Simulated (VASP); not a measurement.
Set up this calculation in VASP 6.6.1, as the native input.

```yaml
Task: single point
Functional: PBE
Potentials_or_basis: VASP PAW PBE potentials, release 64 (Cu_sv_GW, O)
Cutoff: 820 eV
k_mesh: 7 × 7 × 4
Occupations: fermi-dirac, width 0.03 eV
Spin: collinear spin
Starting_moments: "[0.15, 0.15, 0.0, 0.0] μB"
Fixed_moment: 0.3 μB
Dipole_correction: no
Further_INCAR_settings: ALGO = Normal; EDIFF = 1e-06; NBANDS = 37
```

The structure of CuO lies in POSCAR:

```
CuO
1.0
    2.3446500000     -1.7134000000      0.0000000000
    2.3446500000      1.7134000000      0.0000000000
   -0.8605500000      0.0000000000      5.0594400000
Cu O
2 2
Direct
    0.0032000000      0.4968000000      0.0000000000
    0.4968000000      0.0032000000      0.5000000000
    0.5714000000      0.4056000000      0.2537000000
    0.4056000000      0.5714000000      0.7537000000
```

The input as run:

INCAR

```
SYSTEM = CuO
ALGO = Normal
EDIFF = 1E-6
ENCUT = 820
GGA = PE
GGA_COMPAT = .False.
ISIF = 2
ISMEAR = -1
ISPIN = 2
LASPH = .True.
LCHARG = .True.
LELF = .True.
LMAXMIX = 4
LORBIT = 11
LREAL = .False.
LVHAR = .True.
LWAVE = .False.
MAGMOM = 0.15 0.15 0 0
NBANDS = 37
NELM = 200
NUPDOWN = 0.3
PREC = Accurate
SIGMA = 0.03
```

KPOINTS

```
k-points
0
Gamma
  7 7 4
  0 0 0
```

Potentials or basis: VASP PAW PBE potentials, release 64 (Cu_sv_GW, O).

Launch:

```console
$ cat potpaw_PBE.64/Cu_sv_GW/POTCAR potpaw_PBE.64/O/POTCAR > POTCAR
$ mpirun -np 1 vasp_std > vasp.out
```

Results of the run:

The pressure is 5.0 GPa and the largest force is 0.772 eV/Å. The net moment is 0.30 μB per cell. The site moments are Cu +0.10; O +0.05 μB. The valence electrons inside the program's atomic spheres are Cu 17.48; O 4.96.

Caveat: the cell stands under pressure; the total moment is fixed, so each spin has its own Fermi level and the state may be an excited one.

It took 3.5 min on 1 thread of Intel(R) Xeon(R) 6975P-C (Granite Rapids), with other jobs on the host, peak memory 0.4 GiB.
